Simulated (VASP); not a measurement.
Write the native input for VASP 6.6.1 that does the following.

| Quantity | Value |
| --- | --- |
| Task | single point |
| Functional | revPBE |
| Potentials or basis | VASP PAW PBE potentials, release 64 (Te, Pb_d, Se) |
| Cutoff | 500 eV |
| k mesh | 8 × 8 × 4 |
| Occupations | gaussian, width 0.01 eV |
| Spin | no spin polarisation |
| Dipole correction | no |
| Further INCAR settings | ALGO = Normal; EDIFF = 1e-06; NBANDS = 50 |

The structure of Te3Pb4Se lies in POSCAR:

```
Te3Pb4Se
1.0
    4.5925128148      0.0000000000      0.0000000000
    0.0000000000      4.5925128148      0.0000000000
    0.0000000000      0.0000000000     12.9616673446
Te Pb Se
3 4 1
Direct
    0.0000000000      0.0000000000      0.0000000000
    0.5000000000      0.5000000000      0.2510154964
    0.5000000000      0.5000000000      0.7489845036
    0.0000000000      0.0000000000      0.7415793998
    0.5000000000      0.5000000000      0.0000000000
    0.0000000000      0.0000000000      0.2584206002
    0.5000000000      0.5000000000      0.5000000000
    0.0000000000      0.0000000000      0.5000000000
```

These files were run (other wordings do the same):

INCAR

```
SYSTEM = Te3Pb4Se
  PREC = Accurate
  ENCUT = 500
  EDIFF = 1E-6
  ISMEAR = 0
  SIGMA = 0.01
  LREAL = .False.
  LASPH = .True.
  NELM = 120
  ALGO = Normal
  ISIF = 2
  LWAVE = .False.
  LCHARG = .False.
  GGA = RE
  NBANDS = 50
  GGA_COMPAT = .False.
```

KPOINTS

```
Automatic mesh
0
Gamma
  8 8 4
  0 0 0
```

Potentials or basis: VASP PAW PBE potentials, release 64 (Te, Pb_d, Se).

Launch:

```bash
$ cat potpaw_PBE.64/Te/POTCAR potpaw_PBE.64/Pb_d/POTCAR potpaw_PBE.64/Se/POTCAR > POTCAR
$ mpirun -np 1 vasp_std > vasp.out
```

It gave:

```json
{
  "Pressure": "1.0 GPa",
  "Largest force": "0.006 eV/Å",
  "Band gap on the k mesh": "0.50 eV"
}
```

Caveat: the PAW data sets were made with another functional, which shifts forces and pressure a little; spin-orbit coupling is left out, which moves the levels of the heavy elements.

Run time: 19 min on 1 thread of Intel Xeon 8259CL, on a shared host, peak memory 0.67 GiB.
